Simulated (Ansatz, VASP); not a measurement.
# One calculation of Al3SiNO, two programs

```
Al Si N O
1.0
     3.30523    0.00000    0.59641
     0.00000    5.04336    0.00000
    -1.08050    0.00000    5.11075
Al Si N O
3 1 1 1
Cartesian
  0.9384 0.0000 4.2299
  1.2864 0.0000 1.4773
  1.1124 2.5217 2.8536
  1.6526 2.5217 0.2982
  0.0000 0.0000 0.0000
  -0.5403 2.5217 2.5554
```

Change from the starting cell: species swapped into the DyGaFeCo3 type (P2/m, No. 10).

Alike in both runs: functional PBE; k mesh 4 × 4 × 4; occupations gaussian, width 0.1 eV; collinear spin.

Ansatz relaxed the structure, and its values are those at the end. VASP's run is a single point on that final structure, the one shown.

|  | VASP | Ansatz |
| --- | --- | --- |
| version | VASP 6.6.1 | Ansatz 0.2.0 |
| potentials or method | VASP PAW PBE potentials, release 64 (Al, Si, N, O), cutoff 520 eV | scalar-relativistic, plane waves, PAW |
| valence electrons in the cell | 24 | 24 |

|  | VASP | Ansatz | Ansatz less VASP |
| --- | --- | --- | --- |
| gap on the k mesh at the Fermi level (eV) | none | none | - |
| pressure (GPa) | 0.2 | 0.2 | -0.01 |
| net moment per atom (μB) | 0.00 | 0.00 | 0.000 |

A gap of «none» marks a metal or a gap that the smearing closes. With one functional, cell and mesh, what is left measures potentials, basis and numerics. Ansatz's warnings: seeded moment not kept.

The k mesh is coarse, so the values compare programs but aren't converged.
